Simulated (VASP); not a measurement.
# B (P6_3/mmc) in VASP: a series of runs, part 2 of 2

VASP 6.6.1. Earlier steps stand in the parts before.

**4. Single point, PBE**

This run uses another cell than the first one, of 7.09 Å³/atom.

INCAR reads:

```
  PREC = Accurate
  ENCUT = 520
  EDIFF = 1E-6
  ISMEAR = 0
  SIGMA = 0.1
  LREAL = False
  LASPH = True
  NELM = 60
  ALGO = Normal
  ISIF = 2
  LWAVE = False
  LCHARG = True
  GGA = PE
  LELF = True
  LVHAR = True
  NBANDS = 30
```

KPOINTS reads:

```
Automatic mesh
0
Gamma
  12 12 4
```

POSCAR reads:

```
B
1.0
    2.8756922629      0.0000000000      0.0000000000
   -1.4378461315      2.4904225531      0.0000000000
    0.0000000000      0.0000000000     11.8759969540
B
12
Direct
    0.0000000000      0.0000000000      0.1239289891
    0.0000000000      0.0000000000      0.6239289891
    0.0000000000      0.0000000000      0.3760710109
    0.0000000000      0.0000000000      0.8760710109
    0.3333333333      0.6666666667      0.5428967152
    0.6666666667      0.3333333333      0.0428967152
    0.3333333333      0.6666666667      0.9571032848
    0.6666666667      0.3333333333      0.4571032848
    0.3333333333      0.6666666667      0.6783442025
    0.6666666667      0.3333333333      0.1783442025
    0.3333333333      0.6666666667      0.8216557975
    0.6666666667      0.3333333333      0.3216557975
```

On the command line:

```sh
cat potpaw_PBE.64/B/POTCAR > POTCAR
mpirun -np 1 vasp_std > vasp.out
```

Run time: 62 s. Hardware: 1 thread of Intel Xeon 6975P-C (Granite Rapids), shared host; peak memory 0.25 GiB.

It converged, with:

```yaml
Free_energy: -73.7086 eV
Pressure: 0.0 GPa
Largest_force: 0.026 eV/Å
Band_gap_on_the_k_mesh: zero (bands 18 and 19 overlap by 3.94 eV)
```

Forces in eV/Å, atoms in the order of the input:
```
B    0.000  0.000 -0.002
B    0.000  0.000 -0.002
B    0.000  0.000  0.002
B    0.000  0.000  0.002
B    0.000  0.000 -0.016
B    0.000  0.000 -0.016
B    0.000  0.000  0.016
B    0.000  0.000  0.016
B    0.000  0.000  0.026
B    0.000  0.000  0.026
B    0.000  0.000 -0.026
B    0.000  0.000 -0.026
```

Stress tensor (GPa, compression positive):
```
0.00 0.00 0.00
0.00 0.00 0.00
0.00 0.00 0.13
```

Levels at points of the mesh, in eV from the Fermi level:
```csv
k point,band 14,band 15,band 16,band 17,band 18,band 19,band 20,band 21,band 22,band 23
"(0.00, 0.00, 0.00)",0.02,0.02,0.40,0.40,2.52,3.81,3.81,3.84,4.37,4.37
"(0.50, 0.00, 0.00)",-3.65,-3.32,-3.19,-2.52,-1.55,0.53,1.44,2.10,3.12,3.32
"(0.00, 0.00, 0.50)",0.24,0.24,0.24,0.57,0.57,4.06,4.06,4.06,4.06,5.37
"(0.50, 0.00, 0.50)",-3.89,-2.64,-2.64,-2.03,-2.03,0.80,0.80,2.90,2.90,3.25
```

**5. Relaxation of cell and atoms, PBE**

This run uses another cell than the first one, of 7.70 Å³/atom.

INCAR reads:

```
PREC = Accurate
ENCUT = 600
EDIFF = 1E-7
ISMEAR = 0
SIGMA = 0.1
LREAL = False
LASPH = True
NELM = 80
ALGO = Normal
ISIF = 3
LWAVE = False
LCHARG = False
GGA = PE
IBRION = 2
NSW = 90
EDIFFG = -0.04
```

KPOINTS reads:

```
regular mesh
0
Gamma
  6 6 2
```

POSCAR reads:

```
B
1.0
    2.7926715900      0.0000000000      0.0000000000
   -1.3963358000      2.4185245400      0.0000000000
    0.0000000000      0.0000000000     13.6812225300
B
12
Direct
    0.0000000000      0.0000000000      0.1875000000
    0.0000000000      0.0000000000      0.6875000000
    0.0000000000      0.0000000000      0.3125000000
    0.0000000000      0.0000000000      0.8125000000
    0.3333333300      0.6666666700      0.5208299800
    0.6666666700      0.3333333300      0.0208299800
    0.3333333300      0.6666666700      0.9791700200
    0.6666666700      0.3333333300      0.4791700200
    0.3333333300      0.6666666700      0.6458299800
    0.6666666700      0.3333333300      0.1458299800
    0.3333333300      0.6666666700      0.8541700200
    0.6666666700      0.3333333300      0.3541700200
```

On the command line:

```sh
cat potpaw_PBE.64/B/POTCAR > POTCAR
mpirun -np 1 vasp_std > vasp.out
```

Wall time 9.4 min (1 thread of Intel Xeon 6975P-C (Granite Rapids), shared host); peak memory 0.24 GiB.

The run converged. Its results:

| Item | Value |
| --- | --- |
| Free energy | -73.5662 eV |
| Relaxed volume | 7.10 Å³/atom |
| Relaxed cell | a = 2.884 Å, b = 2.884 Å, c = 11.834 Å, α = 90.00°, β = 90.00°, γ = 120.00° |
| Space group after relaxing (to 0.1 Å) | P6_3/mmc (No. 194) |
| Energy gained by relaxing | 421.6 meV/atom |
| Ionic steps | 50 |
| Pressure after relaxing | 0.3 GPa |
| Largest force after relaxing | 0.017 eV/Å |
| Band gap on the k mesh | zero (bands 18 and 19 overlap by 3.76 eV) |

Forces in eV/Å, atoms in the order of the input:
```
B    0.000  0.000 -0.017
B    0.000  0.000 -0.017
B    0.000  0.000  0.017
B    0.000  0.000  0.017
B    0.000  0.000 -0.015
B    0.000  0.000 -0.015
B    0.000  0.000  0.015
B    0.000  0.000  0.015
B    0.000  0.000  0.004
B    0.000  0.000  0.004
B    0.000  0.000 -0.004
B    0.000  0.000 -0.004
```

Step by step:
```
step  energy change (eV)  largest force (eV/Å)  pressure (GPa)  volume (Å³)
   1              0.0000                0.2066           16.56        92.40
   3             -0.4095                0.1922           -0.50       100.50
   5             -0.4492                0.1043           -0.60       100.49
   7             -0.7112                0.6818           -1.87       100.34
   9             -0.7769                0.9773          -12.47        98.03
  11             -1.2949                1.1997           -6.51        99.50
  13             -1.3913                1.5156           -7.16        98.77
  15             -1.5397                1.2723           -7.47        97.08
  17             -1.9057                1.8947            0.84        90.99
  19             -2.6687                2.1647            5.79        88.82
  21             -2.8567                2.1365            8.66        87.56
  23             -3.9360                1.4628           -0.50        89.14
  25             -4.2602                0.6347           -5.37        90.37
  27             -4.4845                1.1151           -0.47        88.18
  29             -4.5880                0.5277           -0.49        87.81
  31             -4.6519                0.4601            0.16        87.17
  33             -4.7268                0.3975           -0.17        86.86
  35             -4.7860                0.8259            0.46        86.48
  37             -4.8582                0.9334           -0.27        86.25
  39             -4.9824                0.5262           -1.13        85.61
  41             -5.0423                0.2611            0.70        84.86
  43             -5.0493                0.1086            1.90        84.58
  45             -5.0571                0.0990            0.13        85.34
  47             -5.0580                0.0507           -0.34        85.45
  49             -5.0594                0.0501            0.35        85.18
  50             -5.0598                0.0170            0.25        85.23
```

Final structure:
```yaml
crystal:
  lattice:
    - [2.88394, 0.00000, 0.00000]
    - [-1.44197, 2.49757, 0.00000]
    - [0.00000, 0.00000, 11.83352]
  atoms:
    - { symbol: B, position: [0.00000, 0.00000, 0.12449] }
    - { symbol: B, position: [0.00000, 0.00000, 0.62449] }
    - { symbol: B, position: [0.00000, 0.00000, 0.37551] }
    - { symbol: B, position: [0.00000, 0.00000, 0.87551] }
    - { symbol: B, position: [0.33333, 0.66667, 0.54331] }
    - { symbol: B, position: [0.66667, 0.33333, 0.04331] }
    - { symbol: B, position: [0.33333, 0.66667, 0.95669] }
    - { symbol: B, position: [0.66667, 0.33333, 0.45669] }
    - { symbol: B, position: [0.33333, 0.66667, 0.67862] }
    - { symbol: B, position: [0.66667, 0.33333, 0.17862] }
    - { symbol: B, position: [0.33333, 0.66667, 0.82138] }
    - { symbol: B, position: [0.66667, 0.33333, 0.32138] }
```

Levels at points of the mesh, in eV from the Fermi level:
| k point | band 14 | band 15 | band 16 | band 17 | band 18 | band 19 | band 20 | band 21 | band 22 | band 23 |
| --- | --- | --- | --- | --- | --- | --- | --- | --- | --- | --- |
| (0.00, 0.00, 0.00) | -0.21 | -0.21 | 0.17 | 0.17 | 2.39 | 3.59 | 3.59 | 3.70 | 4.17 | 4.17 |
| (0.50, 0.00, 0.00) | -3.85 | -3.47 | -3.30 | -2.77 | -1.76 | 0.34 | 1.32 | 1.89 | 2.88 | 3.09 |
| (0.00, 0.00, 0.50) | 0.01 | 0.01 | 0.01 | 0.47 | 0.47 | 3.86 | 3.86 | 3.86 | 3.86 | 5.18 |
| (0.50, 0.00, 0.50) | -4.10 | -2.80 | -2.80 | -2.26 | -2.26 | 0.65 | 0.65 | 2.71 | 2.71 | 3.02 |

Caveat: the k points lie up to 0.42 Å⁻¹ apart in the final cell, too coarse for converged energies and pressures of a metal.

**6. The runs side by side**

```csv
task,cell,k mesh,cutoff (eV),gap on the mesh (eV),pressure (GPa),largest force (eV/Å)
single point,"a = 2.886, b = 2.886, c = 11.832 Å, angles 90.0, 90.0, 120.0°, 12 atoms, atomic positions A",6 × 6 × 2,520,none,0.0,0.03
single point,"a = 2.793, b = 2.793, c = 13.681 Å, angles 90.0, 90.0, 120.0°, 12 atoms, atomic positions B",6 × 6 × 2,520,none,16.6,0.21
single point,"a = 2.876, b = 2.876, c = 11.876 Å, angles 90.0, 90.0, 120.0°, 12 atoms, atomic positions C",12 × 12 × 4,520,none,0.0,0.03
relaxation of cell and atoms,"relaxed from a = 2.793, b = 2.793, c = 13.681 Å, angles 90.0, 90.0, 120.0°, 12 atoms, atomic positions B",6 × 6 × 2,600,none,0.3,0.02
```

Alike in all rows: level PBE; potentials or basis VASP PAW PBE potentials, release 64 (B); no spin polarisation; smearing gaussian 0.1 eV.

Caveats: some runs use coarse meshes.

Total energies depend on the potentials used, so only differences within one code and one set of settings carry meaning.
